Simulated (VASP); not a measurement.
# AlN in VASP: settings compared, part 2 of 2

VASP 6.6.1.

**5. Relaxation of cell and atoms, slater exchange, pbe correlation, target pressure 10 GPa, at which the enthalpy is minimised**

This run uses another cell than the first one, of 10.45 Å³/atom.

File INCAR:

```
SYSTEM = AlN
PREC = Accurate
ENCUT = 600
EDIFF = 1E-7
ISMEAR = 1
SIGMA = 0.1
LREAL = .FALSE.
LASPH = .TRUE.
NELM = 120
ALGO = Normal
ISIF = 3
LWAVE = .FALSE.
LCHARG = .FALSE.
GGA = LIBXC
LIBXC1 = LDA_X
LIBXC2 = GGA_C_PBE
IBRION = 2
NSW = 80
EDIFFG = -0.01
ISYM = 0
PSTRESS = 100.0
GGA_COMPAT = .FALSE.
NELMIN = 4
```

File KPOINTS:

```
Automatic mesh
0
Gamma
  7 7 4
  0.5 0.5 0.5
```

File POSCAR:

```
AlN
1.0
    3.1130000000      0.0000000000      0.0000000000
   -1.5565000000      2.6959370820      0.0000000000
    0.0000000000      0.0000000000      4.9810000000
Al N
2 2
Direct
    0.3333330000      0.6666670000      0.0000000000
    0.6666670000      0.3333330000      0.5000000000
    0.3333330000      0.6666670000      0.3800000000
    0.6666670000      0.3333330000      0.8800000000
```

On the command line:

```sh
$ cat potpaw_PBE.64/Al/POTCAR potpaw_PBE.64/N/POTCAR > POTCAR
$ mpirun -np 1 vasp_std > vasp.out
```

Wall time 13 min (1 thread of AMD EPYC 7R13 (Zen 3), shared host); peak memory 0.28 GiB.

The run converged. Its results:

```yaml
Free_energy: -35.6146 eV
Relaxed_volume: 9.58 Å³/atom
Relaxed_cell: a = 3.035 Å, b = 3.035 Å, c = 4.805 Å, α = 90.00°, β = 90.00°, γ = 120.00°
Space_group_after_relaxing_to_0.1_Å: P6_3mc (No. 186)
Energy_change_on_relaxing_the_run_minimises_the_enthalpy: -2.2 meV/atom
Ionic_steps: 10
Pressure_after_relaxing: 10.0 GPa
Band_gap_on_the_k_mesh: 4.89 eV (least direct gap 5.31 eV)
```

Step by step:
```
step  energy change (eV)  largest force (eV/Å)  pressure (GPa)  volume (Å³)
   1              0.0000                0.1365           -9.26        41.80
   2              0.5733                0.0582           42.57        34.65
   3             -0.0123                0.0859            9.52        38.44
   4             -0.0082                0.0841            9.97        38.37
   5             -0.0040                0.0824           10.43        38.30
   6             -0.0051                0.0438           10.44        38.29
   7             -0.0050                0.0126           10.43        38.27
   8             -0.0049                0.0168           10.43        38.27
   9             -0.0153                0.0357            9.24        38.44
  10             -0.0087                0.0015           10.02        38.33
```

Final structure:
```
Al N
1.0
     3.03500    0.00000    0.00000
    -1.51750    2.62839    0.00000
     0.00000    0.00000    4.80474
Al N
2 2
Direct
  0.33333 0.66667 0.99740
  0.66667 0.33333 0.49740
  0.33333 0.66667 0.38260
  0.66667 0.33333 0.88260
```

Levels at points of the mesh, in eV from the valence-band top:
```tsv
k point	band 4	band 5	band 6	band 7	band 8	band 9	band 10	band 11	band 12
(0.07, 0.07, 0.12)	-1.63	-1.40	-0.85	-0.25	0.00	5.73	7.85	9.96	10.11
```

Caveat: the cell is relaxed towards a set pressure, so the run minimises the enthalpy, not the energy; the PAW data sets were made with another functional, which shifts forces and pressure a little; a shifted mesh leaves out Γ, where band edges can lie.

**6. Relaxation of cell and atoms, slater exchange, pbe correlation, target pressure 20 GPa, at which the enthalpy is minimised**

This run uses another cell than the first one, of 10.45 Å³/atom.

File INCAR:

```
ALGO     = Normal         # electronic algorithm
EDIFF    = 1E-7           # SCF threshold, eV
EDIFFG   = -0.01          # ionic threshold
ENCUT    = 600            # plane-wave cutoff, eV
GGA      = LIBXC          # functional
GGA_COMPAT= F            
IBRION   = 2              # ionic algorithm
ISIF     = 3              # what is computed and relaxed
ISMEAR   = 1              # smearing method
ISYM     = 0            
LASPH    = T              # aspherical terms in the spheres
LCHARG   = F              # write CHGCAR
LIBXC1   = LDA_X        
LIBXC2   = GGA_C_PBE    
LREAL    = F              # projectors in reciprocal space
LWAVE    = F              # write WAVECAR
NELM     = 120            # most SCF steps
NELMIN   = 4            
NSW      = 80             # ionic steps
PREC     = Accurate       # precision mode
PSTRESS  = 200.0        
SIGMA    = 0.1            # smearing width, eV
```

KPOINTS is that of step 5.

POSCAR is that of step 5.

Potentials or basis: VASP PAW PBE potentials, release 64 (Al, N).

On the command line:

```sh
$ cat potpaw_PBE.64/Al/POTCAR potpaw_PBE.64/N/POTCAR > POTCAR
$ mpirun -np 1 vasp_std > vasp.out
```

OUTCAR:

```text
EDIFF = 1E-7
   EDIFFG = -0.01
   ENCUT = 600
   GGA = LIBXC
   IBRION = 2
   ISIF = 3
   ISMEAR = 1
   ISYM = 0
   LASPH = T
   LREAL = F
   NELM = 120
   NELMIN = 4
   NSW = 80
   PREC = Accurate
   PSTRESS = 200.0

 ion  position               nearest neighbor table
   1  0.333  0.667  0.000-   3 1.89   4 1.89   4 1.89   4 1.89   2 3.07   2 3.07   2 3.07   2 3.07
                             2 3.07   2 3.07
   2  0.667  0.333  0.500-   4 1.89   3 1.89   3 1.89   3 1.89   1 3.07   1 3.07   1 3.07   1 3.07
                             1 3.07   1 3.07
   3  0.333  0.667  0.380-   1 1.89   2 1.89   2 1.89   2 1.89
   4  0.667  0.333  0.880-   2 1.89   1 1.89   1 1.89   1 1.89

IMPORTANT INFORMATION: All symmetrisations will be switched off!
NOSYMM: (Re-)initialisation of all symmetry stuff for point group C_1.

----------------------------------------------------------------------------------------

[... 372 lines left out ...]
      6       6.1220      2.00000
      7       6.7288      2.00000
      8       7.0466      1.95913
      9      13.0483      0.00000
     10      15.1239      0.00000
     11      17.2400      0.00000
     12      17.2694      0.00000
[... 331 lines left out ...]
 k-point    24 :       0.4286   -0.3571    0.1250
  band No.  band energies     occupation
      1      -6.7546      2.00000
      2      -5.4115      2.00000
      3       1.3382      2.00000
      4       2.6232      2.00000
      5       3.2911      2.00000
      6       4.6841      2.00000
      7       5.8835      2.00000
      8       6.2143      2.00000
      9      12.8963      0.00000
     10      13.4224      0.00000
     11      16.2598      0.00000
     12      17.6370      0.00000

 [... further k-points ...]

------------------------ aborting loop because EDIFF is reached ----------------------------------------

  FORCE on cell =-STRESS in cart. coord.  units (eV):
  Direction    XX          YY          ZZ          XY          YZ          ZX
  --------------------------------------------------------------------------------------
  -------------------------------------------------------------------------------------
  Total        4.6113912      4.6113410      4.6221999     -0.0000434      0.0000000      0.0000000
  in kB      199.8292939    199.8271206    200.2976758     -0.0018805      0.0000014      0.0000007
  external PRESSURE =      -0.0153032 kB  Pullay stress =     200.0000000 kB
[... 23 lines left out ...]
  energy  without entropy=      -35.4892612411  energy(sigma->0) =      -35.48897214

  enthalpy is  TOTEN    =       -30.8734971031 eV   P V=        4.6153304933

 reached required accuracy - stopping structural energy minimisation
```

OSZICAR:

```text
N       E                     dE             d eps       ncg     rms          rms(c)
DAV:   1     0.511712792035E+02    0.51171E+02   -0.82255E+03  7056   0.134E+03
DAV:   2    -0.348807206851E+02   -0.86052E+02   -0.78815E+02 10256   0.242E+02
DAV:   3    -0.392616720328E+02   -0.43810E+01   -0.43590E+01  9284   0.592E+01
[... 93 lines left out ...]
DAV:   1    -0.354888774229E+02    0.99995E-03   -0.11060E-02  7056   0.101E+00    0.382E-02
DAV:   2    -0.354888454262E+02    0.31997E-04   -0.10490E-04  8940   0.104E-01    0.207E-02
DAV:   3    -0.354888277477E+02    0.17679E-04   -0.26577E-05  8760   0.457E-02    0.289E-03
DAV:   4    -0.354888276054E+02    0.14229E-06   -0.15735E-06  8496   0.130E-02    0.132E-03
DAV:   5    -0.354888275964E+02    0.89645E-08   -0.46823E-08  4212   0.228E-03
  11 F= -.30873497E+02 E0= -.30873642E+02  d E =-.755350E-04
```

CONTCAR:

```text
AlN
   1.00000000000000
     3.0056524331786174    0.0000005485435801    0.0000000000530059
    -1.5028257414044079    2.6029716364322604    0.0000000000993754
     0.0000000001263330   -0.0000000003534593    4.7257979782316575
  Al              N
     2     2
Direct
     0.3333334142115039    0.6666665847266218    0.9963230283623188
     0.6666665851729781    0.3333334145949161    0.4963230067546340
     0.3333334125251469    0.6666665880918392    0.3836769785848920
     0.6666665880903710    0.3333334125866231    0.8836769862981605

  0.00000000E+00  0.00000000E+00  0.00000000E+00
  0.00000000E+00  0.00000000E+00  0.00000000E+00
  0.00000000E+00  0.00000000E+00  0.00000000E+00
  0.00000000E+00  0.00000000E+00  0.00000000E+00
```

Wall time 14 min (1 thread of AMD EPYC 7R13 (Zen 3), shared host); peak memory 0.29 GiB.

Results:

```yaml
Free_energy: -35.4888 eV
Relaxed_volume: 9.24 Å³/atom
Relaxed_cell: a = 3.006 Å, b = 3.006 Å, c = 4.726 Å, α = 90.00°, β = 90.00°, γ = 120.00°
Space_group_after_relaxing_to_0.1_Å: P6_3mc (No. 186)
Energy_change_on_relaxing_the_run_minimises_the_enthalpy: +29.3 meV/atom
Ionic_steps: 11
Pressure_after_relaxing: 20.0 GPa
Band_gap_on_the_k_mesh: 4.98 eV (least direct gap 5.59 eV)
```

Step by step:
| step | energy change (eV) | largest force (eV/Å) | pressure (GPa) | volume (Å³) |
| --- | --- | --- | --- | --- |
| 1 | 0.0000 | 0.1365 | -9.26 | 41.80 |
| 2 | 1.9190 | 0.0433 | 88.85 | 31.28 |
| 3 | 0.0925 | 0.1225 | 18.43 | 37.23 |
| 4 | 0.1127 | 0.1204 | 19.78 | 37.06 |
| 5 | 0.1241 | 0.1193 | 20.53 | 36.97 |
| 6 | 0.1225 | 0.0450 | 20.52 | 36.95 |
| 7 | 0.1233 | 0.0617 | 20.48 | 36.93 |
| 8 | 0.1041 | 0.1638 | 18.99 | 37.10 |
| 9 | 0.1153 | 0.0170 | 19.94 | 36.99 |
| 10 | 0.1161 | 0.0105 | 19.97 | 36.98 |
| 11 | 0.1171 | 0.0020 | 20.00 | 36.97 |

Final structure:
```yaml
crystal:
  lattice:
    - [3.00565, 0.00000, 0.00000]
    - [-1.50283, 2.60297, 0.00000]
    - [0.00000, 0.00000, 4.72580]
  atoms:
    - { symbol: Al, position: [0.33333, 0.66667, 0.99632] }
    - { symbol: Al, position: [0.66667, 0.33333, 0.49632] }
    - { symbol: N, position: [0.33333, 0.66667, 0.38368] }
    - { symbol: N, position: [0.66667, 0.33333, 0.88368] }
```

Caveat: the cell is relaxed towards a set pressure, so the run minimises the enthalpy, not the energy; the PAW data sets were made with another functional, which shifts forces and pressure a little; a shifted mesh leaves out Γ, where band edges can lie.

**7. Relaxation of cell and atoms, slater exchange, pbe correlation, target pressure 30 GPa, at which the enthalpy is minimised**

This run uses another cell than the first one, of 10.45 Å³/atom.

File INCAR:

```
SYSTEM = AlN
PREC = Accurate
ENCUT = 600
EDIFF = 1E-7
ISMEAR = 1
SIGMA = 0.1
LREAL = .FALSE.
LASPH = .TRUE.
NELM = 120
ALGO = Normal
ISIF = 3
LWAVE = .FALSE.
LCHARG = .FALSE.
GGA = LIBXC
LIBXC1 = LDA_X
LIBXC2 = GGA_C_PBE
IBRION = 2
NSW = 80
EDIFFG = -0.01
ISYM = 0
PSTRESS = 300.0
GGA_COMPAT = .FALSE.
NELMIN = 4
```

KPOINTS is that of step 6.

POSCAR is that of step 6.

On the command line:

```sh
$ cat potpaw_PBE.64/Al/POTCAR potpaw_PBE.64/N/POTCAR > POTCAR
$ mpirun -np 1 vasp_std > vasp.out
```

Run time: 17 min. Hardware: 1 thread of AMD EPYC 7R13 (Zen 3), shared host; peak memory 0.28 GiB.

Results (log left out):

| Item | Value |
| --- | --- |
| Free energy | -35.3048 eV |
| Relaxed volume | 8.95 Å³/atom |
| Relaxed cell | a = 2.983 Å, b = 2.983 Å, c = 4.645 Å, α = 90.00°, β = 90.00°, γ = 120.00° |
| Space group after relaxing (to 0.1 Å) | P6_3mc (No. 186) |
| Energy change on relaxing (the run minimises the enthalpy) | +75.3 meV/atom |
| Ionic steps | 13 |
| Pressure after relaxing | 30.0 GPa |
| Largest force after relaxing | 0.006 eV/Å |
| Band gap on the k mesh | 4.99 eV (least direct gap 5.81 eV) |

Forces in eV/Å, atoms in the order of the input:
```
Al   0.000  0.000  0.006
Al   0.000  0.000  0.006
N    0.000  0.000 -0.006
N    0.000  0.000 -0.006
```

Stress tensor (GPa, compression positive):
```
30.10  0.00  0.00
 0.00 30.10  0.00
 0.00  0.00 29.92
```

Step by step:
| step | energy change (eV) | largest force (eV/Å) | pressure (GPa) | volume (Å³) |
| --- | --- | --- | --- | --- |
| 1 | 0.0000 | 0.1365 | -9.26 | 41.80 |
| 2 | 4.2674 | 0.0186 | 155.42 | 28.14 |
| 3 | 0.2248 | 0.1590 | 26.41 | 36.28 |
| 4 | 0.2797 | 0.1577 | 29.29 | 35.96 |
| 5 | 0.3003 | 0.1571 | 30.33 | 35.85 |
| 6 | 0.2981 | 0.0373 | 30.30 | 35.84 |
| 7 | 0.2997 | 0.1321 | 30.22 | 35.81 |
| 8 | 0.2949 | 0.0238 | 29.92 | 35.83 |
| 9 | 0.2935 | 0.0317 | 29.78 | 35.83 |
| 10 | 0.2972 | 0.0262 | 29.94 | 35.81 |
| 11 | 0.3087 | 0.0100 | 30.42 | 35.75 |
| 12 | 0.3047 | 0.0154 | 30.25 | 35.77 |
| 13 | 0.3011 | 0.0059 | 30.04 | 35.79 |

Final structure:
```
Al N
1.0
     2.98275    0.00000    0.00000
    -1.49138    2.58314    0.00000
     0.00000    0.00000    4.64504
Al N
2 2
Direct
  0.33333 0.66667 0.99470
  0.66667 0.33333 0.49470
  0.33333 0.66667 0.38530
  0.66667 0.33333 0.88530
```

Levels at points of the mesh, in eV from the valence-band top:
```csv
k point,band 4,band 5,band 6,band 7,band 8,band 9,band 10,band 11,band 12
"(0.07, 0.07, 0.12)",-1.89,-1.64,-1.03,-0.42,0.00,6.21,8.23,10.27,10.39
```

Caveat: the cell is relaxed towards a set pressure, so the run minimises the enthalpy, not the energy; the PAW data sets were made with another functional, which shifts forces and pressure a little; a shifted mesh leaves out Γ, where band edges can lie.

**8. The runs side by side**

| task | cell | gap on the mesh (eV) | pressure (GPa) | largest force (eV/Å) |
| --- | --- | --- | --- | --- |
| single point | a = 3.022, b = 3.022, c = 4.789 Å, angles 90.0, 90.0, 120.0°, 4 atoms, atomic positions A | 4.92 | 13.3 | 0.01 |
| single point | a = 3.058, b = 3.058, c = 4.871 Å, angles 90.0, 90.0, 120.0°, 4 atoms, atomic positions B | 4.80 | 2.9 | 0.01 |
| relaxation of cell and atoms | relaxed from a = 3.113, b = 3.113, c = 4.981 Å, angles 90.0, 90.0, 120.0°, 4 atoms, atomic positions C | 4.77 | 0.0 | - |
| relaxation of cell and atoms | relaxed to 10 GPa from a = 3.113, b = 3.113, c = 4.981 Å, angles 90.0, 90.0, 120.0°, 4 atoms, atomic positions C | 4.89 | 10.0 | - |
| relaxation of cell and atoms | relaxed to 20 GPa from a = 3.113, b = 3.113, c = 4.981 Å, angles 90.0, 90.0, 120.0°, 4 atoms, atomic positions C | 4.98 | 20.0 | - |
| relaxation of cell and atoms | relaxed to 30 GPa from a = 3.113, b = 3.113, c = 4.981 Å, angles 90.0, 90.0, 120.0°, 4 atoms, atomic positions C | 4.99 | 30.0 | 0.01 |

Alike in all rows: level slater exchange, pbe correlation; potentials or basis VASP PAW PBE potentials, release 64 (Al, N); no spin polarisation; k mesh 7 × 7 × 4, shifted; cutoff (eV) 600; smearing methfessel-paxton 0.1 eV.

Caveats: the PAW data sets were made with another functional, which shifts forces and pressure a little; a shifted mesh leaves out Γ, where band edges can lie; the cell is relaxed towards a set pressure, so the run minimises the enthalpy, not the energy (at least some runs); the cell stands under pressure (at least some runs).

Absolute energies hang on the potentials; compare differences alone.
